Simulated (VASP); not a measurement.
Set up this calculation in VASP 6.6.1, as the native input.

- Task: single point
- Functional: PBE
- Potentials or basis: VASP PAW PBE potentials, release 64 (Er_3, O), 4f in core
- Cutoff: 600 eV
- k mesh: 6 × 6 × 6
- Occupations: gaussian, width 0.1 eV
- Spin: no spin polarisation
- Dipole correction: no
- Mended: yes
- Further INCAR settings: ALGO = Normal; EDIFF = 1e-06; NBANDS = 14

The structure of ErO lies in POSCAR:

```
ErO
1.0
    0.0000000000      2.7138176600      2.7138176600
    2.7138176600      0.0000000000      2.7138176600
    2.7138176600      2.7138176600      0.0000000000
Er O
1 1
Direct
    0.7500000000      0.7500000000      0.7500000000
    0.0000000000      0.0000000000      0.0000000000
```

The cell was built from a structure type or drawn by symmetry, and may not be a known phase.

The input as run:

INCAR

```
PREC     = Accurate       # precision mode
ENCUT    = 600            # plane-wave cutoff, eV
EDIFF    = 1E-6           # SCF threshold, eV
ISMEAR   = 0              # smearing method
SIGMA    = 0.1            # smearing width, eV
LREAL    = F              # projectors in reciprocal space
LASPH    = T              # aspherical terms in the spheres
NELM     = 200            # most SCF steps
ALGO     = Normal         # electronic algorithm
ISIF     = 2              # what is computed and relaxed
LWAVE    = F              # write WAVECAR
LCHARG   = F              # write CHGCAR
GGA      = PE             # functional
NBANDS   = 14             # bands
GGA_COMPAT= F            
LMAXMIX  = 6              # l up to which the mixer works
```

KPOINTS

```
regular mesh
0
Gamma
  6 6 6
```

Potentials or basis: VASP PAW PBE potentials, release 64 (Er_3, O), 4f in core.

The run is started by

```console
$ cat potpaw_PBE.64/Er_3/POTCAR potpaw_PBE.64/O/POTCAR > POTCAR
$ mpirun -np 1 vasp_std > vasp.out
```

It gave:

| Quantity | Value |
| --- | --- |
| Pressure | -10.5 GPa |
| Band gap on the k mesh | zero (an odd number of electrons rules out a gap without spin polarisation) |

Caveat: the cell stands under tension; spin-orbit coupling is left out, which moves the levels of the heavy elements; the 4f electrons are frozen in the core, so they carry no moment and show no levels; an odd number of electrons without spin polarisation forces a metal; a magnetic or distorted state may lie lower; the run has no spin polarisation, though such a crystal can be magnetic.

Wall time 6.6 s on 1 thread of Intel(R) Xeon(R) 6975P-C (Granite Rapids) (shared host), peak memory 0.18 GiB.
